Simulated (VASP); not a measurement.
**Se: single point with PBEsol**

Crystal: Se.

```xyz
3
Lattice="5.0648 0.0000 0.0000 -2.5324 4.3862 0.0000 0.0000 0.0000 2.6596" Properties=species:S:1:pos:R:3 pbc="T T T"
Se    0.0000    0.0000    0.0000
Se    0.0000    2.9242    1.3298
Se    2.5324    1.4621    1.3298
```

This isn't the form of Se at room conditions, which is trigonal, of chains.

* Program: VASP 6.6.1
* Task: single point
* Functional: PBEsol
* Potentials or basis: VASP PAW PBE potentials, release 64 (Se)
* Cutoff: 520 eV
* k mesh: 6 × 6 × 6
* Occupations: gaussian, width 0.1 eV
* Spin: no spin polarisation
* Dipole correction: no
* Further INCAR settings: ALGO = Normal; EDIFF = 1e-06; NBANDS = 16

| Item | Value |
| --- | --- |
| Pressure | -0.1 GPa |
| Band gap on the k mesh | zero (bands 9 and 10 overlap by 4.74 eV) |

Stress tensor (GPa, compression positive):
```
-0.23  0.00  0.00
 0.00 -0.23  0.00
 0.00  0.00  0.26
```

Levels at points of the mesh, in eV from the Fermi level:
```tsv
k point	band 5	band 6	band 7	band 8	band 9	band 10	band 11	band 12	band 13	band 14
(0.00, 0.00, 0.00)	-5.54	-5.17	-5.17	2.05	2.05	2.63	4.83	5.07	8.48	9.25
(0.50, 0.00, 0.00)	-3.67	-3.37	-0.82	-0.75	-0.27	3.64	3.83	4.67	6.13	9.61
(0.00, 0.00, 0.50)	-5.42	-4.92	-2.90	-2.90	-1.12	-1.12	-0.17	-0.17	4.13	4.13
(0.50, 0.00, 0.50)	-6.35	-5.74	-3.57	-1.50	-0.80	0.30	0.51	1.67	6.21	6.68
```

It took 15 s on 1 thread of AMD EPYC 9R45 96-Core Processor (Zen 5), on a shared host, peak memory 0.15 GiB.

Caveat: the k points lie up to 0.39 Å⁻¹ apart, too coarse for converged energies and pressures of a metal; the PAW data sets were made with another functional, which shifts forces and pressure a little.
